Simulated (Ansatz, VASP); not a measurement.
## TiAgHg2: VASP beside Ansatz

File INCAR:

```
SYSTEM = TiAgHg2
  PREC = Accurate
  ENCUT = 600
  EDIFF = 1E-7
  ISMEAR = -1
  SIGMA = 0.15
  LREAL = .False.
  LASPH = .True.
  NELM = 100
  ALGO = Fast
  ISIF = 3
  LWAVE = .False.
  LCHARG = .False.
  GGA = CA
  IBRION = 2
  NSW = 80
  EDIFFG = -0.001
```

The input KPOINTS:

```
regular mesh
0
Gamma
  10 10 10
  0 0 0
```

The input POSCAR:

```
TiAgHg2
1.0
    4.6490739902      0.0000000000      0.0000000000
    0.0000000000      4.6490739902      0.0000000000
    0.0000000000      0.0000000000      3.3117516743
Ti Ag Hg
1 1 2
Direct
    0.5000000000      0.5000000000      0.0000000000
    0.0000000000      0.0000000000      0.0000000000
    0.0000000000      0.5000000000      0.5000000000
    0.5000000000      0.0000000000      0.5000000000
```

Input for Ansatz:

```yaml
crystal:
  lattice:
    - [4.6490739902, 0.0, 0.0]
    - [0.0, 4.6490739902, 0.0]
    - [0.0, 0.0, 3.3117516743]
  atoms:
    - { symbol: Ti, position: [0.5, 0.5, 0.0] }
    - { symbol: Ag, position: [0.0, 0.0, 0.0] }
    - { symbol: Hg, position: [0.0, 0.5, 0.5] }
    - { symbol: Hg, position: [0.5, 0.0, 0.5] }
basis:
  ecutwfc: 420
kpoints:
  mp_grid: { grid: [10, 10, 10] }
hamiltonian:
  xc: lda
scf:
  occupations: { method: fermi_dirac, width: 0.15 }
output:
  forces: true
  stress: true
  eigenvalues: true
relax:
  adjacent_minimum: "off"
  f_tol: 0.001
  max_steps: 60
  cell: { stress_tol: 0.01 }
```

Alike in both runs: task relaxation of cell and atoms; functional LDA; k mesh 10 × 10 × 10; occupations fermi-dirac, width 0.15 eV; no spin polarisation.

|  | VASP | Ansatz |
| --- | --- | --- |
| version | VASP 6.6.1 | Ansatz 0.2.0 |
| potentials or method | VASP PAW LDA potentials, release 64 (Ti_sv, Ag, Hg), cutoff 600 eV | scalar-relativistic, plane waves, PAW |
| valence electrons in the cell | 47 | 71 |

```csv
,VASP,Ansatz,Ansatz less VASP
"gap on the k mesh at the Fermi level, each at its own relaxed structure (eV)",none,none,-
relaxed volume (Å³/atom),18.07,17.92,-0.141
relaxed cell length with the largest relative difference (Å),3.282,3.267,-0.0150
```

LDA's correlation is that of Perdew and Zunger in VASP and of Perdew and Wang (1992) in Ansatz. A gap of «none» marks a metal or a gap that the smearing closes. VASP's potentials hold 47 valence electrons a cell and Ansatz's 71, so a difference there can come from the potentials and not from the codes.

Spin-orbit coupling is off throughout.
